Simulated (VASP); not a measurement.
# MnO in VASP: a series of runs

Runs on MnO. Level: PBE+U. Tasks: single point.

Everything below comes from runs of VASP 6.6.1. Logs are shortened: lines on timing, memory, paths and dates and some standing lists are left out, and cuts for length are marked.

## (1) The cell of the first run

It takes space group Fm-3m (No. 225, cubic). The conventional cell has a = 4.533 Å, b = 4.533 Å, c = 4.533 Å, α = 90.00°, β = 90.00°, γ = 90.00°. Within 3.0 Å of Mn (site symmetry m-3m) lie 6 O at 2.27 Å. O (site symmetry m-3m) has 6 Mn at 2.27 Å within 3.0 Å.

## (2) Single point, PBE+U, collinear spin, ferromagnetic start

INCAR

```
SYSTEM = MnO
  ALGO = Normal
  EDIFF = 1E-6
  ENCUT = 520
  GGA = PE
  ISIF = 2
  ISMEAR = 0
  ISPIN = 2
  LASPH = .TRUE.
  LCHARG = .FALSE.
  LDAU = .TRUE.
  LDAUJ = 0 0
  LDAUL = 2 -1
  LDAUPRINT = 1
  LDAUTYPE = 2
  LDAUU = 3.9 0
  LMAXMIX = 4
  LORBIT = 11
  LREAL = .FALSE.
  LWAVE = .FALSE.
  MAGMOM = 0.5 0
  NBANDS = 20
  NELM = 150
  PREC = Accurate
  SIGMA = 0.05
```

KPOINTS

```
k-points
0
G
  12 12 12
  0 0 0
```

POSCAR

```
MnO
1.0
    0.0000000000      2.2664570858      2.2664570858
    2.2664570858      0.0000000000      2.2664570858
    2.2664570858      2.2664570858      0.0000000000
Mn O
1 1
Direct
    0.0000000000      0.0000000000      0.0000000000
    0.5000000000      0.5000000000      0.5000000000
```

Potentials or basis: VASP PAW PBE potentials, release 64 (Mn_pv, O).

On the command line:

```bash
> cat potpaw_PBE.64/Mn_pv/POTCAR potpaw_PBE.64/O/POTCAR > POTCAR
> mpirun -np 1 vasp_std > vasp.out
```

OUTCAR:

```text
SYSTEM = MnO
   EDIFF = 1E-6
   ENCUT = 520
   GGA = PE
   ISIF = 2
   ISMEAR = 0
   ISPIN = 2
   LASPH = .TRUE.
   LORBIT = 11
   LREAL = .FALSE.
   NELM = 150
   PREC = Accurate

 ion  position               nearest neighbor table
   1  0.000  0.000  0.000-   2 2.27   2 2.27   2 2.27   2 2.27   2 2.27   2 2.27
   2  0.500  0.500  0.500-   1 2.27   1 2.27   1 2.27   1 2.27   1 2.27   1 2.27

  LATTYP: Found a face centered cubic cell.
 ALAT       =     4.5329141716

  Lattice vectors:

 A1 = (   0.0000000000,   2.2664570858,   2.2664570858)
 A2 = (   2.2664570858,   0.0000000000,   2.2664570858)
 A3 = (   2.2664570858,   2.2664570858,   0.0000000000)

Analysis of symmetry for initial positions (statically):
[... 5 lines left out ...]
 face centered cubic supercell.

 Subroutine GETGRP returns: Found 48 space group operations
 (whereof 48 operations were pure point group operations)
 out of a pool of 48 trial point group operations.

The static configuration has the point symmetry O_h .

Analysis of symmetry for dynamics (positions and initial velocities):
[... 5 lines left out ...]
 face centered cubic supercell.

 Subroutine GETGRP returns: Found 48 space group operations
 (whereof 48 operations were pure point group operations)
 out of a pool of 48 trial point group operations.

The dynamic configuration has the point symmetry O_h .

Analysis of structural, dynamic, and magnetic symmetry:
=====================================================================
 Subroutine PRICEL returns:
 Original cell was already a primitive cell.

 Routine SETGRP: Setting up the symmetry group for a
 face centered cubic supercell.

 Subroutine GETGRP returns: Found 48 space group operations
 (whereof 48 operations were pure point group operations)
 out of a pool of 48 trial point group operations.

The overall configuration has the point symmetry O_h .

 Subroutine INISYM returns: Found 48 space group operations
 (whereof 48 operations are pure point group operations),
 and found     1 'primitive' translations

----------------------------------------------------------------------------------------

                                     Primitive cell

  volume of cell :      23.2848

  direct lattice vectors                    reciprocal lattice vectors
     0.000000000  2.266457086  2.266457086    -0.220608633  0.220608633  0.220608633
     2.266457086  0.000000000  2.266457086     0.220608633 -0.220608633  0.220608633
     2.266457086  2.266457086  0.000000000     0.220608633  0.220608633 -0.220608633

  length of vectors
     3.205254349  3.205254349  3.205254349     0.382105361  0.382105361  0.382105361

  position of ions in fractional coordinates (direct lattice)
     0.000000000  0.000000000  0.000000000
     0.500000000  0.500000000  0.500000000

  ion indices of the primitive-cell ions
   primitive index   ion index
                 1           1
                 2           2

----------------------------------------------------------------------------------------

 KPOINTS: k-points

Automatic generation of k-mesh.
 Grid dimensions read from file:
 generate k-points for:   12   12   12

 Generating k-lattice:

  Cartesian coordinates                     Fractional coordinates (reciprocal lattice)
    -0.018384053  0.018384053  0.018384053     0.083333333  0.000000000  0.000000000
     0.018384053 -0.018384053  0.018384053     0.000000000  0.083333333  0.000000000
     0.018384053  0.018384053 -0.018384053     0.000000000  0.000000000  0.083333333

  Length of vectors
     0.031842113  0.031842113  0.031842113
[... 46 lines left out ...]
   ISTART =      0    job   : 0-new  1-cont  2-samecut
   ICHARG =      2    charge: 1-file 2-atom 10-const
   ISPIN  =      2    spin polarized calculation?
   LNONCOLLINEAR =      F non collinear calculations
   LSORBIT =      F    spin-orbit coupling
   LASPH  =      T    aspherical Exc in radial PAW
   ENCUT  =  520.0 eV  38.22 Ry    6.18 a.u.   5.96  5.96  5.96*2*pi/ulx,y,z
   NELM   =    150;   NELMIN=  2; NELMDL= -5     # of ELM steps
   EDIFF  = 0.1E-05   stopping-criterion for ELM
   LREAL  =      F    real-space projection
   EDIFFG = 0.1E-04   stopping-criterion for IOM
   NSW    =      0    number of steps for IOM
   IBRION =     -1    ionic relax: 0-MD 1-quasi-New 2-CG
   NFREE  =      0    steps in history (QN), initial steepest desc. (CG)
   ISIF   =      2    stress and relaxation
   ISYM   =      2    0-nonsym 1-usesym 2-fastsym
   POTIM  = 0.5000    time-step for ionic-motion
   TEBEG  =    0.0;   TEEND  =   0.0 temperature during run
   PSTRESS=    0.0 pullay stress
   NELECT =      19.0000    total number of electrons
   NUPDOWN=      -1.0000    fix difference up-down
   EMIN   =  10.00;   EMAX   =-10.00  energy-range for DOS
   EFERMI =   0.00;   METHOD = LEGACY
   ISMEAR =     0;   SIGMA  =   0.05  broadening in eV -4-tet -1-fermi 0-gaus
   EFERMI_NEDOS =   21; number of points for ismear=-14 and -15
   IALGO  =     38    algorithm
   IMIX   =      4    mixing-type and parameters
     AMIX     =   0.40;   BMIX     =  1.00
     AMIX_MAG =   1.60;   BMIX_MAG =  1.00
  volume/ion in A,a.u.               =      11.64        78.57
  Fermi-wavevector in a.u.,A,eV,Ry     =   1.529802  2.890906 31.841631  2.340294
  Thomas-Fermi vector in A             =   2.637373
   LORBIT       =     11    0 simple, 1 ext, 2 COOP (PROOUT), +10 PAW based schemes
 LDA+U is selected, type is set to LDAUTYPE =  2
   angular momentum for each species LDAUL =     2   -1
   U (eV)           for each species LDAUU =   3.9  0.0
   J (eV)           for each species LDAUJ =   0.0  0.0
   GGA     = PE    functional components
   LHFCALC =     F    Hartree Fock is set to
   AEXX    =    0.0000 exact exchange contribution
   IVDW    =     0    specifies the selected vdW correction
   LEPSILON=     F    determine dielectric tensor
   LRPA    =     F    only Hartree local field effects (RPA)
 spin polarized calculation
 Gauss-broadening in eV      SIGMA  =   0.05
  energy-cutoff  :      520.00
  volume of cell :       23.28
 maximum number of plane-waves:       642
   NGX = 11   NGY = 11   NGZ = 11

atom =   1  type =  1  l = 2

 onsite density matrix

spin component  1

  0.9406 -0.0000  0.0000  0.0000  0.0000
 -0.0000  0.9406  0.0000  0.0000 -0.0000
  0.0000  0.0000  0.9728  0.0000 -0.0000
  0.0000  0.0000  0.0000  0.9406 -0.0000
  0.0000 -0.0000 -0.0000 -0.0000  0.9728

spin component  2

  0.0170  0.0000 -0.0000 -0.0000 -0.0000
  0.0000  0.0170  0.0000  0.0000  0.0000
 -0.0000  0.0000  0.0663  0.0000  0.0000
 -0.0000  0.0000  0.0000  0.0170 -0.0000
 -0.0000  0.0000  0.0000 -0.0000  0.0663

 occupancies and eigenvectors

  o =  0.0170  v =  0.0000  0.0000  0.0000  0.0000  0.0000  1.0000 -0.0049  0.0000  0.0007  0.0000      0.0000  0.0000  0.0000  0.0000  0.0000  0.0000  0.0000  0.0000  0.0000  0.0000
  o =  0.0170  v =  0.0000  0.0000  0.0000  0.0000  0.0000  0.0049  1.0000 -0.0000 -0.0081 -0.0000      0.0000  0.0000  0.0000  0.0000  0.0000  0.0000  0.0000  0.0000  0.0000  0.0000
  o =  0.0170  v =  0.0000  0.0000  0.0000  0.0000  0.0000 -0.0007  0.0081 -0.0000  1.0000  0.0000      0.0000  0.0000  0.0000  0.0000  0.0000  0.0000  0.0000  0.0000  0.0000  0.0000
  o =  0.0663  v =  0.0000  0.0000  0.0000  0.0000  0.0000  0.0000 -0.0000 -0.9947 -0.0000  0.1027      0.0000  0.0000  0.0000  0.0000  0.0000  0.0000  0.0000  0.0000  0.0000  0.0000
  o =  0.0663  v =  0.0000  0.0000  0.0000  0.0000  0.0000 -0.0000  0.0000  0.1027 -0.0000  0.9947      0.0000  0.0000  0.0000  0.0000  0.0000  0.0000  0.0000  0.0000  0.0000  0.0000
  o =  0.9406  v =  0.0000  0.3584  0.0000  0.9336 -0.0000  0.0000  0.0000  0.0000  0.0000  0.0000      0.0000  0.0000  0.0000  0.0000  0.0000  0.0000  0.0000  0.0000  0.0000  0.0000
  o =  0.9406  v =  0.0000 -0.9336 -0.0000  0.3584 -0.0000  0.0000  0.0000  0.0000  0.0000  0.0000      0.0000  0.0000  0.0000  0.0000  0.0000  0.0000  0.0000  0.0000  0.0000  0.0000
  o =  0.9406  v =  1.0000  0.0000  0.0000  0.0000  0.0000  0.0000  0.0000  0.0000  0.0000  0.0000      0.0000  0.0000  0.0000  0.0000  0.0000  0.0000  0.0000  0.0000  0.0000  0.0000
  o =  0.9728  v =  0.0000  0.0000 -0.0421 -0.0000 -0.9991  0.0000  0.0000  0.0000  0.0000  0.0000      0.0000  0.0000  0.0000  0.0000  0.0000  0.0000  0.0000  0.0000  0.0000  0.0000
  o =  0.9728  v =  0.0000 -0.0000  0.9991  0.0000 -0.0421  0.0000  0.0000  0.0000  0.0000  0.0000      0.0000  0.0000  0.0000  0.0000  0.0000  0.0000  0.0000  0.0000  0.0000  0.0000

 number of electron      19.0000005 magnetization       5.0008169

 Free energy of the ion-electron system (eV)
  ---------------------------------------------------
  ext. energy  EPLUGINS =         0.00000000
  ---------------------------------------------------
  free energy    TOTEN  =       -15.48406994 eV

  energy without entropy =      -15.48405396  energy(sigma->0) =      -15.48406195

 E-fermi :   6.1531     XC(G=0): -11.4865

 val. band max:        6.0782207944   @ k =   0.5000   0.0000   0.0000
 cond. band min:       6.1840069330   @ k =   0.0000   0.0000   0.0000
 fundamental gap:      0.1057861386
 Fermi energy:         6.1530792752

 spin component 1

 k-point     1 :       0.0000    0.0000    0.0000
  band No.  band energies     occupation
      1     -43.6002      1.00000
      2     -43.6002      1.00000
      3     -43.6002      1.00000
      4     -12.6760      1.00000
      5       2.0686      1.00000
      6       2.0686      1.00000
[... 1097 lines left out ...]
     19      29.1514      0.00000
     20      31.4284      0.00000

 [... further k-points ...]
[... 5 lines left out ...]
  --------------------------------------------------------------------------------------
  -------------------------------------------------------------------------------------
  Total       -0.2050995     -0.2050995     -0.2050995      0.0000000      0.0000000      0.0000000
  in kB      -14.1124560    -14.1124560    -14.1124560      0.0000000      0.0000000      0.0000000
  external PRESSURE =     -14.1124560 kB  Pullay stress =       0.0000000 kB

 VOLUME and BASIS-vectors are now :
 -----------------------------------------------------------------------------
  energy-cutoff  :      520.00
  volume of cell :       23.28
      direct lattice vectors                 reciprocal lattice vectors
     0.000000000  2.266457086  2.266457086    -0.220608633  0.220608633  0.220608633
     2.266457086  0.000000000  2.266457086     0.220608633 -0.220608633  0.220608633
     2.266457086  2.266457086  0.000000000     0.220608633  0.220608633 -0.220608633

 POSITION                                       TOTAL-FORCE (eV/Angst)
 -----------------------------------------------------------------------------------
      0.00000      0.00000      0.00000        -0.000000      0.000000     -0.000000
      2.26646      2.26646      2.26646         0.000000     -0.000000      0.000000
 -----------------------------------------------------------------------------------
    total drift:                                0.000000     -0.000000     -0.000000

  FREE ENERGIE OF THE ION-ELECTRON SYSTEM (eV)
  ---------------------------------------------------
  free  energy   TOTEN  =       -15.4840699372 eV

  energy  without entropy=      -15.4840539595  energy(sigma->0) =      -15.48406195

 total charge

# of ion       s       p       d       tot
------------------------------------------
    1        0.198   6.164   4.933  11.295
    2        1.555   3.427   0.000   4.982
--------------------------------------------------
tot          1.753   9.591   4.933  16.277

 magnetization (x)

# of ion       s       p       d       tot
------------------------------------------
    1        0.033   0.025   4.573   4.631
    2        0.022   0.119   0.000   0.141
--------------------------------------------------
tot          0.055   0.144   4.573   4.773
```

It took 59 s on 1 thread of AMD EPYC 7R13 (Zen 3), shared host; peak memory 0.15 GiB.

What came out:

```
Free energy                                           : -15.4841 eV
Pressure                                              : -1.4 GPa
Band gap on the k mesh                                : 0.11 eV, indirect (least direct gap 2.26 eV)
Net moment                                            : 5.00 μB per cell
Site moments                                          : Mn +4.63; O +0.14 μB
Valence electrons inside the program's atomic spheres : Mn 11.29; O 4.98
```

Eigenvalues of the final occupation matrices:
| site | spin | trace | eigenvalues |
| --- | --- | --- | --- |
| site 1 d | 1 | 4.77 | 0.94 0.94 0.94 0.97 0.97 |
| site 1 d | 2 | 0.18 | 0.02 0.02 0.02 0.07 0.07 |

Caveat: a cell with one magnetic atom can't hold antiferromagnetic order, which such compounds often take. The state reached can hang on the start; a lower one may exist.

## (3) Single point, PBE+U, collinear spin, ferromagnetic start

INCAR

```
PREC = Accurate ; ENCUT = 520
EDIFF = 1E-6 ; ISMEAR = 0
SIGMA = 0.05 ; LREAL = False
LASPH = True ; NELM = 150
ALGO = Normal ; ISIF = 2
LWAVE = False ; LCHARG = False
ISPIN = 2 ; MAGMOM = 4.76 0.18
LORBIT = 11 ; LMAXMIX = 4
LDAU = True ; LDAUTYPE = 2
LDAUL = 2 -1 ; LDAUU = 3.9 0
LDAUJ = 0 0 ; LDAUPRINT = 1
GGA = PE ; NBANDS = 20
```

KPOINTS

```
regular mesh
0
Gamma
  12 12 12
```

POSCAR

```
MnO
1.0
    0.0000000000      2.2672702808      2.2672702808
    2.2672702808      0.0000000000      2.2672702808
    2.2672702808      2.2672702808      0.0000000000
Mn O
1 1
Direct
    0.0000000000      0.0000000000      0.0000000000
    0.5000000000      0.5000000000      0.5000000000
```

Potentials or basis: VASP PAW PBE potentials, release 64 (Mn_pv, O).

On the command line:

```bash
> cat potpaw_PBE.64/Mn_pv/POTCAR potpaw_PBE.64/O/POTCAR > POTCAR
> mpirun -np 1 vasp_std > vasp.out
```

OUTCAR:

```text
PREC = Accurate
   ENCUT = 520
   EDIFF = 1E-6
   ISMEAR = 0
   LREAL = False
   LASPH = True
   NELM = 150
   ISIF = 2
   ISPIN = 2
   LORBIT = 11
   GGA = PE

 ion  position               nearest neighbor table
   1  0.000  0.000  0.000-   2 2.27   2 2.27   2 2.27   2 2.27   2 2.27   2 2.27
   2  0.500  0.500  0.500-   1 2.27   1 2.27   1 2.27   1 2.27   1 2.27   1 2.27

  LATTYP: Found a face centered cubic cell.
 ALAT       =     4.5345405616

  Lattice vectors:

 A1 = (   0.0000000000,   2.2672702808,   2.2672702808)
 A2 = (   2.2672702808,   0.0000000000,   2.2672702808)
 A3 = (   2.2672702808,   2.2672702808,   0.0000000000)

[... 1354 lines left out ...]
 VOLUME and BASIS-vectors are now :
 -----------------------------------------------------------------------------
  energy-cutoff  :      520.00
  volume of cell :       23.31
      direct lattice vectors                 reciprocal lattice vectors
     0.000000000  2.267270281  2.267270281    -0.220529508  0.220529508  0.220529508
     2.267270281  0.000000000  2.267270281     0.220529508 -0.220529508  0.220529508
     2.267270281  2.267270281  0.000000000     0.220529508  0.220529508 -0.220529508

 POSITION                                       TOTAL-FORCE (eV/Angst)
 -----------------------------------------------------------------------------------
      0.00000      0.00000      0.00000         0.000000     -0.000000      0.000000
      2.26727      2.26727      2.26727        -0.000000      0.000000     -0.000000
 -----------------------------------------------------------------------------------
    total drift:                                0.000000     -0.000000     -0.000000

  FREE ENERGIE OF THE ION-ELECTRON SYSTEM (eV)
  ---------------------------------------------------
  free  energy   TOTEN  =       -15.4838647704 eV

  energy  without entropy=      -15.4838479092  energy(sigma->0) =      -15.48385634

 total charge

# of ion       s       p       d       tot
------------------------------------------
    1        0.198   6.164   4.932  11.294
    2        1.555   3.426   0.000   4.981
--------------------------------------------------
tot          1.753   9.590   4.932  16.275

 magnetization (x)

# of ion       s       p       d       tot
------------------------------------------
    1        0.033   0.025   4.573   4.632
    2        0.022   0.119   0.000   0.141
--------------------------------------------------
tot          0.055   0.144   4.573   4.772
```

OSZICAR:

```text
N       E                     dE             d eps       ncg     rms          rms(c)
DAV:   1     0.174432326274E+03    0.17443E+03   -0.10482E+04  5832   0.110E+03
DAV:   2    -0.775113590429E+01   -0.18218E+03   -0.16899E+03  5892   0.326E+02
DAV:   3    -0.164235587483E+02   -0.86724E+01   -0.86045E+01  6532   0.773E+01
DAV:   4    -0.164902951704E+02   -0.66736E-01   -0.66723E-01  6536   0.699E+00
DAV:   5    -0.164909157182E+02   -0.62055E-03   -0.62054E-03  6440   0.670E-01    0.132E+01
DAV:   6    -0.151395932783E+02    0.13513E+01   -0.89679E+00  7796   0.317E+01    0.131E+01
DAV:   7    -0.154635363338E+02   -0.32394E+00   -0.93259E-01  6204   0.109E+01    0.763E+00
DAV:   8    -0.154647258964E+02   -0.11896E-02   -0.12759E-01  6368   0.305E+00    0.459E+00
DAV:   9    -0.154838634054E+02   -0.19138E-01   -0.19447E-02  6236   0.153E+00    0.447E-01
DAV:  10    -0.154836884815E+02    0.17492E-03   -0.29442E-03  6352   0.629E-01    0.984E-02
DAV:  11    -0.154837952738E+02   -0.10679E-03   -0.21400E-04  6556   0.133E-01    0.538E-02
DAV:  12    -0.154838531766E+02   -0.57903E-04   -0.41415E-05  6372   0.607E-02    0.219E-02
DAV:  13    -0.154838643582E+02   -0.11182E-04   -0.47714E-06  6480   0.231E-02    0.542E-03
DAV:  14    -0.154838630739E+02    0.12843E-05   -0.27421E-06  6376   0.139E-02    0.590E-03
DAV:  15    -0.154838648544E+02   -0.17805E-05   -0.27303E-07  3292   0.503E-03    0.199E-03
DAV:  16    -0.154838647704E+02    0.84072E-07   -0.68871E-08  3060   0.211E-03
   1 F= -.15483865E+02 E0= -.15483856E+02  d E =-.168612E-04  mag=     5.0000
```

Wall time 50 s (1 thread of AMD EPYC 7R13 (Zen 3), shared host); peak memory 0.15 GiB.

What came out:

* Free energy: -15.4839 eV
* Pressure: -1.6 GPa
* Band gap on the k mesh: 0.10 eV, indirect (least direct gap 2.25 eV)
* Net moment: 5.00 μB per cell
* Site moments: Mn +4.63; O +0.14 μB
* Valence electrons inside the program's atomic spheres: Mn 11.29; O 4.98

Eigenvalues of the final occupation matrices:
```tsv
site	spin	trace	eigenvalues
site 1 d	1	4.77	0.94 0.94 0.94 0.97 0.97
site 1 d	2	0.18	0.02 0.02 0.02 0.07 0.07
```

Caveat: a cell with one magnetic atom can't hold antiferromagnetic order, which such compounds often take.

[end of part 1 of 2]
